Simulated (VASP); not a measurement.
Here is a VASP 6.6.1 calculation.

The input INCAR:

```
SYSTEM = CdAg
PREC = Accurate ; ENCUT = 520
EDIFF = 1E-6 ; ISMEAR = 0
SIGMA = 0.1 ; LREAL = .FALSE.
LASPH = .TRUE. ; NELM = 100
ALGO = Normal ; ISIF = 2
LWAVE = .FALSE. ; LCHARG = .TRUE.
LDIPOL = .TRUE. ; IDIPOL = 3
DIPOL = 0.5 0.5 0.294 ; GGA = PE
LELF = .TRUE. ; LVHAR = .TRUE.
LVACPOTAV = .TRUE. ; NBANDS = 18
```

Contents of KPOINTS:

```
regular mesh
0
G
  14 14 1
  0 0 0
```

POSCAR

```
CdAg
1.0
    3.9202323327      0.0000000000      0.0000000000
    0.0000000000      3.9202323327      0.0000000000
    0.0000000000      0.0000000000     23.8000000000
Cd Ag
1 1
Direct
    0.0000000000      0.0000000000      0.2941176471
    0.5000000000      0.5000000000      0.2941176471
```

Potentials or basis: VASP PAW PBE potentials, release 64 (Cd, Ag).

The run is started by

```console
$ cat potpaw_PBE.64/Cd/POTCAR potpaw_PBE.64/Ag/POTCAR > POTCAR
$ mpirun -np 1 vasp_std > vasp.out
```

What does it give for the band gap on the k mesh?

Zero (an odd number of electrons rules out a gap without spin polarisation).
